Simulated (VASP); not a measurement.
A run of VASP 6.6.1:

INCAR

```
  ALGO = Normal
  EDIFF = 1E-7
  ENCUT = 520
  ISIF = 2
  ISMEAR = -1
  LASPH = True
  LCHARG = False
  LREAL = False
  LWAVE = False
  NBANDS = 12
  NELM = 80
  PREC = Accurate
  SIGMA = 0.05
```

The input KPOINTS:

```
k-points
0
Gamma
  1 1 1
```

The input POSCAR:

```
N
1.0
    9.0000000000      0.0000000000      0.0000000000
    0.0000000000      9.5000000000      0.0000000000
    0.0000000000      0.0000000000     10.0000000000
N
2
Direct
    0.5000000000      0.5000000000      0.4453381835
    0.5000000000      0.5000000000      0.5546618165
```

Potentials or basis: VASP PAW LDA potentials, release 64 (N).

The run is started by

```sh
$ cat potpaw_LDA.64/N/POTCAR > POTCAR
$ mpirun -np 1 vasp_gam > vasp.out
```

Hardware: 1 thread of Oxide Virtual Turin-like Processor (shared host).

Q: How long does it take, and how much memory?

A: It took 25 s on 1 thread of Oxide Virtual Turin-like Processor, on a shared host, peak memory 0.45 GiB. Counts: scf iterations 20, k points 1.
